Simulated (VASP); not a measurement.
Here is a VASP 6.6.1 calculation.

Contents of INCAR:

```
SYSTEM = TiSi16
PREC = Accurate
ENCUT = 520
EDIFF = 1E-7
ISMEAR = 0
SIGMA = 0.02
LREAL = Auto
LASPH = .True.
NELM = 80
ALGO = Normal
ISIF = 2
LWAVE = .False.
LCHARG = .False.
GGA = PE
NBANDS = 52
```

KPOINTS

```
Automatic mesh
0
Gamma
  2 2 2
  0 0 0
```

Contents of POSCAR:

```
TiSi16
1.0
    0.0000000000      5.4300000000      5.4300000000
    5.4300000000      0.0000000000      5.4300000000
    5.4300000000      5.4300000000      0.0000000000
Si Ti
16 1
Direct
   -0.0152873849     -0.0152936464      0.0466604972
    0.1254616022      0.1254453959      0.1358455801
    0.0093347145      0.0093074586      0.5088129834
    0.1090903315      0.1090991713      0.6736614180
    0.0152318600      0.4990000000     -0.0129572744
    0.1256927256      0.6141453959      0.1350663904
    0.0096563536      0.4732666667      0.5079248619
    0.1591489871      0.6137458564      0.6136596685
    0.4990186004      0.0151495396     -0.0128677716
    0.6141430939      0.1256478821      0.1351292818
    0.4732771639      0.0095777164      0.5079963168
    0.6137317680      0.1590693370      0.6137638122
    0.4993191529      0.4992648250     -0.0137887661
    0.6412702578      0.6412223757      0.0765255064
    0.5174693370      0.5173597606      0.4476080110
    0.6141747698      0.6141440147      0.6126523020
    0.7832700737      0.7832067219      0.6504814917
```

Potentials or basis: VASP PAW PBE potentials, release 64 (Si, Ti_sv).

Command:

```bash
$ cat potpaw_PBE.64/Si/POTCAR potpaw_PBE.64/Ti_sv/POTCAR > POTCAR
$ mpirun -np 1 vasp_std > vasp.out
```

Problem. Predict the pressure.

Solution. 4.4 GPa.

Problem. What does it give for the largest force?

Solution. 1.934 eV/Å.

Problem. What does it give for the band gap on the k mesh?

Solution. Zero (band 38 reaches 6.94 eV, above the bottom of band 39 at 6.62 eV).

Stress tensor (GPa, compression positive):
```
 4.39 -0.55  0.53
-0.55  4.38  0.52
 0.53  0.52  4.40
```

Caveat: the k points lie up to 0.50 Å⁻¹ apart.
